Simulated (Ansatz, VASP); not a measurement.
# TiBe2H6 in VASP and in Ansatz

```
Ti Be H
1.0
     0.00000    3.08968    3.08968
     3.08968    0.00000    3.08968
     3.08968    3.08968    0.00000
Ti Be H
1 2 6
Direct
  0.00000 0.00000 0.00000
  0.75000 0.75000 0.75000
  0.25000 0.25000 0.25000
  0.50000 0.00000 0.00000
  0.00000 0.50000 0.50000
  0.00000 0.50000 0.00000
  0.50000 0.00000 0.50000
  0.00000 0.00000 0.50000
  0.50000 0.50000 0.00000
```

Change from the starting cell: ordered vacancies on the A sites of perovskite (Fm-3m, No. 225).

Alike in both runs: functional PBE; k mesh 4 × 4 × 4; occupations gaussian, width 0.1 eV; no spin polarisation.

Ansatz relaxed the structure, and its values are those at the end. VASP's run is a single point on that final structure, the one shown.

|  | VASP | Ansatz |
| --- | --- | --- |
| version | VASP 6.6.1 | Ansatz 0.2.0 |
| potentials or method | VASP PAW PBE potentials, release 64 (Ti_sv, Be, H), cutoff 520 eV | scalar-relativistic, plane waves, PAW |
| valence electrons in the cell | 22 | 22 |

|  | VASP | Ansatz | Ansatz less VASP |
| --- | --- | --- | --- |
| gap on the k mesh at the Fermi level (eV) | none | none | - |
| pressure (GPa) | -0.4 | -0.3 | +0.13 |

A gap of «none» marks a metal or a gap that the smearing closes. The functional is the same, so the differences come from potentials, cutoffs and numerics.

The k mesh is coarse, so the values compare programs but aren't converged.
